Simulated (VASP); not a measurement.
# AlN (F-43m) in VASP: notebook

Runs on AlN. Level: r2SCAN. Tasks: single point.

Program: VASP 6.6.1. These are calculated values, not measurements. Logs are shortened: lines on timing, memory, paths and dates and some standing lists are left out, and cuts for length are marked.

## 1. The cell of the first run

Symmetry: F-43m, No. 216, cubic system. The conventional cell has a = 4.413 Å, b = 4.413 Å, c = 4.413 Å, α = 90.00°, β = 90.00°, γ = 90.00°. Within 2.5 Å of Al (site symmetry -43m) lie 4 N at 1.91 Å. N (site symmetry -43m) has 4 Al at 1.91 Å within 2.5 Å.

## 2. Single point, r2SCAN (volume scaled by 1.03)

File POSCAR:

```
AlN
1.0
    0.0000000000      2.2065347120      2.2065347120
    2.2065347120      0.0000000000      2.2065347120
    2.2065347120      2.2065347120      0.0000000000
Al N
1 1
Direct
    0.0000000000      0.0000000000      0.0000000000
    0.7500000000      0.7500000000      0.7500000000
```

File INCAR.step1:

```
SYSTEM = AlN
ALGO = Normal
EDIFF = 1E-4
ENCUT = 520
GGA = PE
ISMEAR = 0
LASPH = .True.
LCHARG = .False.
LREAL = .False.
LWAVE = .True.
NBANDS = 11
NELM = 60
PREC = Accurate
SIGMA = 0.02
```

File INCAR.step2:

```
SYSTEM = AlN
ALGO = Normal
EDIFF = 1E-6
ENCUT = 520
ISIF = 2
ISMEAR = 0
ISTART = 1
LASPH = .True.
LCHARG = .False.
LMIXTAU = .True.
LREAL = .False.
LWAVE = .False.
METAGGA = R2SCAN
NBANDS = 11
NELM = 60
PREC = Accurate
SIGMA = 0.02
```

File KPOINTS:

```
k-points
0
Gamma
  10 10 10
  0 0 0
```

Potentials or basis: VASP PAW PBE potentials, release 64 (Al, N).

The run is started by

```sh
$ cat potpaw_PBE.64/Al/POTCAR potpaw_PBE.64/N/POTCAR > POTCAR
$ cp INCAR.step1 INCAR
$ mpirun -np 1 vasp_std > vasp.out
$ cp INCAR.step2 INCAR
$ mpirun -np 1 vasp_std > vasp.out
```

OUTCAR:

```text
SYSTEM = AlN
   EDIFF = 1E-6
   ENCUT = 520
   ISIF = 2
   ISMEAR = 0
   ISTART = 1
   LASPH = .True.
   LREAL = .False.
   METAGGA = R2SCAN
   NELM = 60
   PREC = Accurate

 ion  position               nearest neighbor table
   1  0.000  0.000  0.000-   2 1.91   2 1.91   2 1.91   2 1.91
   2  0.750  0.750  0.750-   1 1.91   1 1.91   1 1.91   1 1.91

  LATTYP: Found a face centered cubic cell.
 ALAT       =     4.4130694240

  Lattice vectors:

 A1 = (   0.0000000000,   2.2065347120,   2.2065347120)
 A2 = (   2.2065347120,   0.0000000000,   2.2065347120)
 A3 = (   2.2065347120,   2.2065347120,   0.0000000000)

Analysis of symmetry for initial positions (statically):
=====================================================================
 Subroutine PRICEL returns:
 Original cell was already a primitive cell.

 Routine SETGRP: Setting up the symmetry group for a
 face centered cubic supercell.

 Subroutine GETGRP returns: Found 24 space group operations
 (whereof 24 operations were pure point group operations)
 out of a pool of 48 trial point group operations.

The static configuration has the point symmetry T_d .

Analysis of symmetry for dynamics (positions and initial velocities):
=====================================================================
 Subroutine PRICEL returns:
 Original cell was already a primitive cell.

 Routine SETGRP: Setting up the symmetry group for a
 face centered cubic supercell.

 Subroutine GETGRP returns: Found 24 space group operations
 (whereof 24 operations were pure point group operations)
 out of a pool of 48 trial point group operations.

The dynamic configuration has the point symmetry T_d .

 Subroutine INISYM returns: Found 24 space group operations
 (whereof 24 operations are pure point group operations),
 and found     1 'primitive' translations

----------------------------------------------------------------------------------------

                                     Primitive cell

  volume of cell :      21.4863

  direct lattice vectors                    reciprocal lattice vectors
     0.000000000  2.206534712  2.206534712    -0.226599653  0.226599653  0.226599653
     2.206534712  0.000000000  2.206534712     0.226599653 -0.226599653  0.226599653
     2.206534712  2.206534712  0.000000000     0.226599653  0.226599653 -0.226599653

  length of vectors
     3.120511316  3.120511316  3.120511316     0.392482112  0.392482112  0.392482112

  position of ions in fractional coordinates (direct lattice)
     0.000000000  0.000000000  0.000000000
     0.750000000  0.750000000  0.750000000

  ion indices of the primitive-cell ions
   primitive index   ion index
                 1           1
                 2           2

----------------------------------------------------------------------------------------

 KPOINTS: k-points

Automatic generation of k-mesh.
 Grid dimensions read from file:
 generate k-points for:   10   10   10

 Generating k-lattice:

  Cartesian coordinates                     Fractional coordinates (reciprocal lattice)
    -0.022659965  0.022659965  0.022659965     0.100000000  0.000000000  0.000000000
     0.022659965 -0.022659965  0.022659965     0.000000000  0.100000000  0.000000000
     0.022659965  0.022659965 -0.022659965     0.000000000  0.000000000  0.100000000

  Length of vectors
     0.039248211  0.039248211  0.039248211

  Shift w.r.t. Gamma in fractional coordinates (k-lattice)
     0.000000000  0.000000000  0.000000000

 Subroutine IBZKPT returns following result:
 ===========================================

 Found     47 irreducible k-points:

 Following reciprocal coordinates:
            Coordinates               Weight
  0.000000  0.000000  0.000000      1.000000
  0.100000  0.000000  0.000000      8.000000
  0.200000  0.000000  0.000000      8.000000
  0.300000  0.000000  0.000000      8.000000
  0.400000  0.000000  0.000000      8.000000
  0.500000  0.000000  0.000000      4.000000
[... 16 lines left out ...]
  0.300000  0.300000  0.000000      6.000000
  0.400000  0.300000  0.000000     24.000000
 [... further k-points ...]
   k-points           NKPTS =     47   k-points in BZ     NKDIM =     47   number of bands    NBANDS=     11
   number of dos      NEDOS =    301   number of ions     NIONS =      2
   total plane-waves  NPLWV =  13824
   dimension x,y,z NGX =    24 NGY =   24 NGZ =   24
   dimension x,y,z NGXF=    48 NGYF=   48 NGZF=   48
   ions per type =               1   1
   NGX,Y,Z   is equivalent  to a cutoff of  12.79, 12.79, 12.79 a.u.
   NGXF,Y,Z  is equivalent  to a cutoff of  25.57, 25.57, 25.57 a.u.
 SYSTEM =  AlN
   PREC   = accura    normal or accurate (medium, high low for compatibility)
   ISTART =      1    job   : 0-new  1-cont  2-samecut
   ICHARG =      0    charge: 1-file 2-atom 10-const
   ISPIN  =      1    spin polarized calculation?
   LNONCOLLINEAR =      F non collinear calculations
   LSORBIT =      F    spin-orbit coupling
   LASPH  =      T    aspherical Exc in radial PAW
   ENCUT  =  520.0 eV  38.22 Ry    6.18 a.u.   5.80  5.80  5.80*2*pi/ulx,y,z
   NELM   =     60;   NELMIN=  2; NELMDL=  0     # of ELM steps
   EDIFF  = 0.1E-05   stopping-criterion for ELM
   LREAL  =      F    real-space projection
   EDIFFG = 0.1E-04   stopping-criterion for IOM
   NSW    =      0    number of steps for IOM
   IBRION =     -1    ionic relax: 0-MD 1-quasi-New 2-CG
   NFREE  =      0    steps in history (QN), initial steepest desc. (CG)
   ISIF   =      2    stress and relaxation
   ISYM   =      2    0-nonsym 1-usesym 2-fastsym
   POTIM  = 0.5000    time-step for ionic-motion
   TEBEG  =    0.0;   TEEND  =   0.0 temperature during run
   PSTRESS=    0.0 pullay stress
   NELECT =       8.0000    total number of electrons
   NUPDOWN=      -1.0000    fix difference up-down
   EMIN   =  10.00;   EMAX   =-10.00  energy-range for DOS
   EFERMI =   0.00;   METHOD = LEGACY
   ISMEAR =     0;   SIGMA  =   0.02  broadening in eV -4-tet -1-fermi 0-gaus
   EFERMI_NEDOS =   21; number of points for ismear=-14 and -15
   IALGO  =     38    algorithm
   IMIX   =      4    mixing-type and parameters
     AMIX     =   0.40;   BMIX     =  1.00
     AMIX_MAG =   1.60;   BMIX_MAG =  1.00
  volume/ion in A,a.u.               =      10.74        72.50
  Fermi-wavevector in a.u.,A,eV,Ry     =   1.177744  2.225613 18.872367  1.387080
  Thomas-Fermi vector in A             =   2.314085
   LORBIT       =      0    0 simple, 1 ext, 2 COOP (PROOUT), +10 PAW based schemes
   METAGGA = R2SCAN    functional components
   LHFCALC =     F    Hartree Fock is set to
   AEXX    =    0.0000 exact exchange contribution
   IVDW    =     0    specifies the selected vdW correction
   LEPSILON=     F    determine dielectric tensor
   LRPA    =     F    only Hartree local field effects (RPA)
 non-spin polarized calculation
 Gauss-broadening in eV      SIGMA  =   0.02
  energy-cutoff  :      520.00
  volume of cell :       21.49
 maximum number of plane-waves:       589
   NGX = 11   NGY = 11   NGZ = 11

 number of electron       8.0000001 magnetization

 Free energy of the ion-electron system (eV)
  ---------------------------------------------------
  ext. energy  EPLUGINS =         0.00000000
  ---------------------------------------------------
  free energy    TOTEN  =       -19.16707386 eV

  energy without entropy =      -19.16707386  energy(sigma->0) =      -19.16707386

 E-fermi :   5.5133     XC(G=0): -11.2797

 val. band max:        5.4096981659   @ k =   0.0000   0.0000   0.0000
 cond. band min:       9.3195143084   @ k =   0.5000   0.5000   0.0000
 fundamental gap:      3.9098161425
 Fermi energy:         5.5133436447

 k-point     1 :       0.0000    0.0000    0.0000
  band No.  band energies     occupation
      1     -10.1553      2.00000
      2       5.4097      2.00000
      3       5.4097      2.00000
      4       5.4097      2.00000
      5      10.0168      0.00000
      6      18.6170      0.00000
      7      18.6170      0.00000
      8      18.6170      0.00000
      9      23.6899      0.00000
     10      23.6899      0.00000
     11      25.3345      0.00000

 k-point     2 :       0.1000    0.0000    0.0000
  band No.  band energies     occupation
      1     -10.0142      2.00000
      2       4.6110      2.00000
      3       5.3579      2.00000
      4       5.3579      2.00000
      5      10.6823      0.00000
      6      18.2392      0.00000
      7      18.7537      0.00000
      8      18.7537      0.00000
      9      22.4850      0.00000
     10      22.4850      0.00000
     11      24.5433      0.00000

 k-point     3 :       0.2000    0.0000    0.0000
  band No.  band energies     occupation
      1      -9.6143      2.00000
      2       3.0134      2.00000
      3       5.2288      2.00000
      4       5.2288      2.00000
      5      11.8488      0.00000
      6      17.4584      0.00000
      7      18.6736      0.00000
      8      18.6736      0.00000
      9      21.9770      0.00000
     10      21.9770      0.00000
     11      23.6585      0.00000

 k-point     4 :       0.3000    0.0000    0.0000
  band No.  band energies     occupation
      1      -9.0409      2.00000
      2       1.3824      2.00000
      3       5.0804      2.00000
      4       5.0804      2.00000
      5      12.7424      0.00000
      6      16.7218      0.00000
      7      17.9894      0.00000
      8      17.9894      0.00000
      9      23.0909      0.00000
     10      23.0909      0.00000
     11      23.4749      0.00000
[... 239 lines left out ...]
 k-point    22 :      -0.2000    0.2000    0.0000
  band No.  band energies     occupation
      1      -8.8520      2.00000
      2       1.6796      2.00000
      3       3.7409      2.00000
      4       5.1538      2.00000
      5      13.5238      0.00000
      6      15.9822      0.00000
      7      17.4973      0.00000
      8      18.5200      0.00000
      9      21.0868      0.00000
     10      24.6862      0.00000
     11      27.5386      0.00000

 k-point    23 :       0.3000    0.3000    0.0000
  band No.  band energies     occupation
      1      -8.6813      2.00000
      2       1.9037      2.00000
      3       4.1726      2.00000
      4       4.1726      2.00000
      5      11.3075      0.00000
      6      15.7767      0.00000
      7      17.9266      0.00000
      8      20.6623      0.00000
      9      20.6623      0.00000
     10      26.4728      0.00000
     11      29.9478      0.00000

 k-point    24 :       0.4000    0.3000    0.0000
  band No.  band energies     occupation
      1      -8.2506      2.00000
      2       1.2829      2.00000
      3       3.7229      2.00000
      4       4.0083      2.00000
      5      10.9048      0.00000
      6      15.6123      0.00000
      7      18.3253      0.00000
      8      20.7453      0.00000
      9      21.2900      0.00000
     10      27.4921      0.00000
     11      29.7250      0.00000

 [... further k-points ...]
[... 5 lines left out ...]
  --------------------------------------------------------------------------------------
  -------------------------------------------------------------------------------------
  Total       -0.8414159     -0.8414159     -0.8414159      0.0000000      0.0000000      0.0000000
  in kB      -62.7420965    -62.7420965    -62.7420965      0.0000000      0.0000000      0.0000000
  external PRESSURE =     -62.7420965 kB  Pullay stress =       0.0000000 kB

 VOLUME and BASIS-vectors are now :
 -----------------------------------------------------------------------------
  energy-cutoff  :      520.00
  volume of cell :       21.49
      direct lattice vectors                 reciprocal lattice vectors
     0.000000000  2.206534712  2.206534712    -0.226599653  0.226599653  0.226599653
     2.206534712  0.000000000  2.206534712     0.226599653 -0.226599653  0.226599653
     2.206534712  2.206534712  0.000000000     0.226599653  0.226599653 -0.226599653

 POSITION                                       TOTAL-FORCE (eV/Angst)
 -----------------------------------------------------------------------------------
      0.00000      0.00000      0.00000         0.000000      0.000000      0.000000
      3.30980      3.30980      3.30980        -0.000000     -0.000000     -0.000000
 -----------------------------------------------------------------------------------
    total drift:                               -0.000001     -0.000001     -0.000001

  FREE ENERGIE OF THE ION-ELECTRON SYSTEM (eV)
  ---------------------------------------------------
  free  energy   TOTEN  =       -19.1670738572 eV

  energy  without entropy=      -19.1670738572  energy(sigma->0) =      -19.16707386
```

It took 24 s on 1 thread of Intel Xeon Platinum 8559C (Emerald Rapids), shared host; peak memory 0.13 GiB.

Results:

- Free energy: -19.1671 eV
- Pressure: -6.3 GPa
- Band gap on the k mesh: 3.91 eV, indirect (least direct gap 4.61 eV)

Caveat: the cell differs from its parent crystal (volume scaled by 1.03); the PAW data sets were made with another functional, which shifts forces and pressure a little. A k mesh can miss the band edges.

## 3. Single point, r2SCAN (volume scaled by 1.06)

File POSCAR:

```
AlN
1.0
    0.0000000000      2.2277526935      2.2277526935
    2.2277526935      0.0000000000      2.2277526935
    2.2277526935      2.2277526935      0.0000000000
Al N
1 1
Direct
    0.0000000000      0.0000000000      0.0000000000
    0.7500000000      0.7500000000      0.7500000000
```

File INCAR.step1:

```
SYSTEM = AlN
  PREC = Accurate
  ENCUT = 520
  ISMEAR = 0
  SIGMA = 0.02
  LREAL = .False.
  LASPH = .True.
  NELM = 80
  NBANDS = 11
  GGA = PE
  ALGO = Normal
  EDIFF = 1E-4
  LWAVE = .True.
  LCHARG = .False.
```

File INCAR.step2:

```
SYSTEM = AlN
  PREC = Accurate
  ENCUT = 520
  EDIFF = 1E-6
  ISMEAR = 0
  SIGMA = 0.02
  LREAL = .False.
  LASPH = .True.
  NELM = 80
  ALGO = Normal
  ISIF = 2
  LWAVE = .False.
  LCHARG = .False.
  METAGGA = R2SCAN
  LMIXTAU = .True.
  NBANDS = 11
  ISTART = 1
```

File KPOINTS:

```
regular mesh
0
Gamma
  10 10 10
  0 0 0
```

Potentials or basis: VASP PAW PBE potentials, release 64 (Al, N).

The run is started by

```sh
$ cat potpaw_PBE.64/Al/POTCAR potpaw_PBE.64/N/POTCAR > POTCAR
$ cp INCAR.step1 INCAR
$ mpirun -np 1 vasp_std > vasp.out
$ cp INCAR.step2 INCAR
$ mpirun -np 1 vasp_std > vasp.out
```

Run time: 22 s. Hardware: 1 thread of Intel Xeon Platinum 8559C (Emerald Rapids), shared host; peak memory 0.13 GiB.

Results (log left out):

| Quantity | Value |
| --- | --- |
| Free energy | -19.1330 eV |
| Pressure | -11.3 GPa |
| Band gap on the k mesh | 3.89 eV, indirect (least direct gap 4.35 eV) |

Levels at points of the mesh, in eV from the valence-band top:
| k point | band 1 | band 2 | band 3 | band 4 | band 5 | band 6 | band 7 | band 8 | band 9 |
| --- | --- | --- | --- | --- | --- | --- | --- | --- | --- |
| (0.00, 0.00, 0.00) | -15.40 | 0.00 | 0.00 | 0.00 | 4.35 | 12.92 | 12.92 | 12.92 | 18.05 |
| (0.50, 0.00, 0.00) | -13.56 | -5.65 | -0.48 | -0.48 | 7.65 | 10.39 | 11.56 | 11.56 | 18.51 |
| (0.50, 0.50, 0.00) | -12.99 | -4.77 | -1.74 | -1.74 | 3.89 | 9.09 | 14.38 | 16.19 | 16.19 |

Caveat: the cell differs from its parent crystal (volume scaled by 1.06); the PAW data sets were made with another functional, which shifts forces and pressure a little. A k mesh can miss the band edges.

## 4. Single point, r2SCAN

This run uses another cell than the first one, of 10.43 Å³/atom, 0.971 times its volume.

File POSCAR:

```
AlN
1.0
    0.0000000000      2.1849006282      2.1849006282
    2.1849006282      0.0000000000      2.1849006282
    2.1849006282      2.1849006282      0.0000000000
Al N
1 1
Direct
    0.0000000000      0.0000000000      0.0000000000
    0.7500000000      0.7500000000      0.7500000000
```

File INCAR.step1:

```
ALGO = Normal
EDIFF = 1E-4
ENCUT = 520
GGA = PE
ISMEAR = 0
LASPH = True
LCHARG = False
LREAL = False
LWAVE = True
NBANDS = 11
NELM = 100
PREC = Accurate
SIGMA = 0.05
```

File INCAR.step2:

```
ALGO = Normal
EDIFF = 1E-6
ENCUT = 520
ISIF = 2
ISMEAR = 0
ISTART = 1
LASPH = True
LCHARG = False
LMIXTAU = True
LREAL = False
LWAVE = False
METAGGA = R2SCAN
NBANDS = 11
NELM = 100
PREC = Accurate
SIGMA = 0.05
```

File KPOINTS:

```
k-points
0
Gamma
  10 10 10
```

The run is started by

```sh
$ cat potpaw_PBE.64/Al/POTCAR potpaw_PBE.64/N/POTCAR > POTCAR
$ cp INCAR.step1 INCAR
$ mpirun -np 1 vasp_std > vasp.out
$ cp INCAR.step2 INCAR
$ mpirun -np 1 vasp_std > vasp.out
```

It took 19 s on 1 thread of Intel Xeon 6975P-C (Granite Rapids), shared host; peak memory 0.14 GiB.

It converged, with:

* Free energy: -19.1797 eV
* Pressure: -0.4 GPa
* Band gap on the k mesh: 3.93 eV, indirect (least direct gap 4.88 eV)

Levels at points of the mesh, in eV from the valence-band top:
| k point | band 1 | band 2 | band 3 | band 4 | band 5 | band 6 | band 7 | band 8 |
| --- | --- | --- | --- | --- | --- | --- | --- | --- |
| (0.00, 0.00, 0.00) | -15.73 | 0.00 | 0.00 | 0.00 | 4.88 | 13.51 | 13.51 | 13.51 |
| (0.50, 0.00, 0.00) | -13.73 | -5.89 | -0.49 | -0.49 | 8.20 | 10.82 | 11.94 | 11.94 |
| (0.50, 0.50, 0.00) | -13.10 | -4.95 | -1.81 | -1.81 | 3.93 | 9.47 | 15.18 | 16.94 |

Caveat: the PAW data sets were made with another functional, which shifts forces and pressure a little.

[end of part 1 of 2]
